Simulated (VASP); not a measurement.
NdMo:

```xyz
4
Lattice="2.4652 -2.5237 0.0000 2.4652 2.5237 0.0000 0.0000 0.0000 7.7141" Properties=species:S:1:pos:R:3 pbc="T T T"
Nd    2.4652    0.0000    5.6168
Nd    2.4652    0.0000    2.0973
Mo    2.4652    0.0000    0.0000
Mo    0.0000    0.0000    3.8570
```

The cell was generated, and may not be a known phase.

* Program: VASP 6.6.1
* Task: relaxation of cell and atoms
* Functional: PBE
* Potentials or basis: VASP PAW PBE potentials, release 64 (Nd_3, Mo_sv), 4f in core
* Cutoff: 500 eV
* k mesh: 6 × 6 × 3
* Occupations: gaussian, width 0.2 eV
* Spin: no spin polarisation

At the start: pressure 25.0 GPa; volume 24.00 Å³/atom.

Question: Where does the relaxation end?

Answer: Over 35 steps the energy falls by 1453.0 meV/atom and the volume is 22.86 Å³/atom (-4.7 %); space group Cmmm (No. 65, to 0.1 Å) before and after.

The path:
```
step  energy change (eV)  largest force (eV/Å)  pressure (GPa)  volume (Å³)
   1              0.0000               10.0597           25.02        95.98
   2             -2.6565                0.2552          -10.47       144.77
   3             -3.1734                0.0046           -9.34       138.06
   4             -3.4626                0.1508           -8.81       133.57
   5             -4.1670                0.3128           -4.80       115.25
   6             -4.5556                0.8412           -0.01       103.87
   7             -4.5913                1.0991            2.54        99.94
   8             -4.8366                1.1054            1.66        99.50
   9             -5.0936                0.9826           -0.53        96.90
  10             -5.1093                0.8330           -1.00        95.91
  11             -5.1084                0.9049           -0.86        96.36
  12             -5.2607                0.6053           -0.26        93.61
  13             -5.3184                0.3482            1.10        91.58
  14             -5.2672                0.2968            4.79        87.58
  15             -5.3288                0.2102            1.89        90.51
  16             -5.3611                0.2430           -2.85        95.42
  17             -5.3743                0.0899           -1.34        93.62
  18             -5.4414                0.3622            0.04        92.23
  19             -5.4614                0.6984            1.33        90.69
  20             -5.4912                0.7674            1.15        90.69
  21             -5.5802                0.9929            1.02        90.48
  22             -5.4452                1.5172            2.58        89.14
  23             -5.6078                1.1225            1.15        90.24
  24             -5.6716                0.9593            0.24        90.89
  25             -5.7421                0.6270           -1.44        92.33
  26             -5.7460                0.5583           -1.74        92.64
  27             -5.7761                0.4221           -0.47        91.15
  28             -5.7875                0.2719            1.01        89.60
  29             -5.7980                0.1864            0.48        90.18
  30             -5.8038                0.0802           -0.19        90.98
  31             -5.8038                0.0710           -0.26        91.06
  32             -5.8077                0.0336           -0.02        90.92
  33             -5.8106                0.0261            0.34        90.71
  34             -5.8107                0.0456            0.46        90.65
  35             -5.8119                0.0375           -0.19        91.46
```

Final structure:
```
CELL_PARAMETERS angstrom
1.71473 -2.53380 0.00000
1.71473 2.53380 0.00000
0.00000 0.00000 10.52477
ATOMIC_POSITIONS crystal
Nd 0.50000 0.50000 0.72841
Nd 0.50000 0.50000 0.27159
Mo 0.50000 0.50000 0.00000
Mo 0.00000 0.00000 0.50000
```

Caveat: a cell axis changed by over 15 % at a fixed basis, so the end point is rough; the relaxation stopped at a loose force limit of 0.08 eV/Å, so its end isn't a converged minimum.
